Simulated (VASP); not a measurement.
A run of VASP 6.6.1 is set up as follows.

File INCAR:

```
PREC = Accurate
ENCUT = 520
EDIFF = 1E-6
ISMEAR = -1
SIGMA = 0.1
LREAL = F
LASPH = T
NELM = 80
ALGO = Normal
ISIF = 2
LWAVE = F
LCHARG = T
GGA = PE
LELF = T
LVHAR = T
NBANDS = 12
```

Contents of KPOINTS:

```
Automatic mesh
0
Gamma
  19 19 19
```

The input POSCAR:

```
Zn
1.0
   -1.4240989676      1.4240989676      1.4240989676
    1.4240989676     -1.4240989676      1.4240989676
    1.4240989676      1.4240989676     -1.4240989676
Zn
1
Direct
    0.0000000000      0.0000000000      0.0000000000
```

Potentials or basis: VASP PAW PBE potentials, release 64 (Zn).

Launch:

```console
$ cat potpaw_PBE.64/Zn/POTCAR > POTCAR
$ mpirun -np 1 vasp_std > vasp.out
```

Problem. Estimate the band gap on the k mesh.

Solution. Zero (band 6 reaches 9.75 eV, above the bottom of band 7 at 5.20 eV).

Problem. What does it give for the pressure?

Solution. 40.3 GPa.
